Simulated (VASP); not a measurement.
The system is KI.

```
I K
1.0
     0.00000    3.53277    3.53277
     3.53277    0.00000    3.53277
     3.53277    3.53277    0.00000
I K
1 1
Direct
  0.50000 0.50000 0.50000
  0.00000 0.00000 0.00000
```

Base run:

| Item | Value |
| --- | --- |
| Program | VASP 6.6.1 |
| Functional | HSE06 |
| Potentials or basis | VASP PAW PBE potentials, release 64 (I, K_sv) |
| Cutoff | 520 eV |
| k mesh | 4 × 4 × 4 |
| Occupations | fermi-dirac, width 0.05 eV |
| Spin | no spin polarisation |

Its results: band gap on the k mesh 4.95 eV; pressure 0.4 GPa.

Q: After a change of settings the same cell gave: band gap on the k mesh 4.61 eV; pressure 0.2 GPa. Which change was it?
A. functional from HSE06 to r2SCAN
B. functional from HSE06 to PBEsol; further incar settings from ALGO = Normal; EDIFF = 1e-07; NBANDS = 15 to ALGO = Normal; EDIFF = 1e-06; NBANDS = 15
C. functional from HSE06 to BLYP; further incar settings from ALGO = Normal; EDIFF = 1e-07; NBANDS = 15 to ALGO = Normal; EDIFF = 1e-06; NBANDS = 15
D. functional from HSE06 to PBE0; further incar settings from ALGO = Normal; EDIFF = 1e-07; NBANDS = 15 to ALGO = Normal; EDIFF = 1e-06; NBANDS = 15

A: A.

Caveats: the PAW data sets were made with another functional, which shifts forces and pressure a little; spin-orbit coupling is left out, which moves the levels of the heavy elements.
